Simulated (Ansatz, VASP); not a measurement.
## Two plane-wave programs on NiO

Contents of INCAR:

```
SYSTEM = NiO
PREC     = Accurate       ! precision mode
ENCUT    = 600            ! plane-wave cutoff, eV
EDIFF    = 1E-7           ! SCF threshold, eV
ISMEAR   = 0              ! smearing method
SIGMA    = 0.1            ! smearing width, eV
LREAL    = .False.        ! projectors in reciprocal space
LASPH    = .True.         ! aspherical terms in the spheres
NELM     = 150            ! most SCF steps
ALGO     = Normal         ! electronic algorithm
ISIF     = 3              ! what is computed and relaxed
LWAVE    = .False.        ! write WAVECAR
LCHARG   = .False.        ! write CHGCAR
ISPIN    = 2              ! spin polarisation
MAGMOM   = 1.62 0.33      ! initial moments
LORBIT   = 11             ! projections on sites
LMAXMIX  = 4              ! l up to which the mixer works
GGA      = PE             ! functional
IBRION   = 2              ! ionic algorithm
NSW      = 100            ! ionic steps
EDIFFG   = -0.005         ! ionic threshold
```

KPOINTS

```
Automatic mesh
0
Gamma
  18 18 18
  0 0 0
```

The input POSCAR:

```
NiO
1.0
    0.0000000000      2.0931687937      2.0931687937
    2.0931687937      0.0000000000      2.0931687937
    2.0931687937      2.0931687937      0.0000000000
Ni O
1 1
Direct
    0.0000000000      0.0000000000      0.0000000000
    0.5000000000      0.5000000000      0.5000000000
```

Input for Ansatz:

```yaml
crystal:
  lattice:
    - [0.0, 2.0931687937, 2.0931687937]
    - [2.0931687937, 0.0, 2.0931687937]
    - [2.0931687937, 2.0931687937, 0.0]
  atoms:
    - { symbol: Ni, position: [0.0, 0.0, 0.0], spin: 1.62 }
    - { symbol: O, position: [0.5, 0.5, 0.5], spin: 0.33 }
basis:
  ecutwfc: 420
kpoints:
  mp_grid: { grid: [18, 18, 18] }
hamiltonian:
  xc: pbe
scf:
  occupations: { method: gaussian, width: 0.1 }
output:
  forces: true
  stress: true
  eigenvalues: true
  populations: true
magnetization:
  spin_polarized: true
relax:
  adjacent_minimum: "off"
  f_tol: 0.005
  max_steps: 80
  cell: { stress_tol: 0.05 }
```

Alike in both runs: task relaxation of cell and atoms; functional PBE; k mesh 18 × 18 × 18; occupations gaussian, width 0.1 eV; collinear spin.

|  | VASP | Ansatz |
| --- | --- | --- |
| version | VASP 6.6.1 | Ansatz 0.2.0 |
| potentials or method | VASP PAW PBE potentials, release 64 (Ni, O), cutoff 600 eV | scalar-relativistic, plane waves, PAW |
| valence electrons in the cell | 16 | 24 |

|  | VASP | Ansatz | Ansatz less VASP |
| --- | --- | --- | --- |
| gap on the k mesh at the Fermi level, each at its own relaxed structure (eV) | none | none | - |
| net moment per atom (μB) | 0.88 | 0.90 | +0.023 |
| size of the moment on the site where the two differ most (μB) | 0.27 | 0.29 | +0.026 |
| relaxed volume (Å³/atom) | 9.33 | 9.37 | +0.035 |
| relaxed cell length with the largest relative difference (Å) | 2.978 | 2.981 | +0.0037 |

Site moments also hang on the region over which each program counts them. A gap of «none» marks a metal or a gap that the smearing closes. VASP's potentials hold 16 valence electrons a cell and Ansatz's 24, so a difference there can come from the potentials and not from the codes.
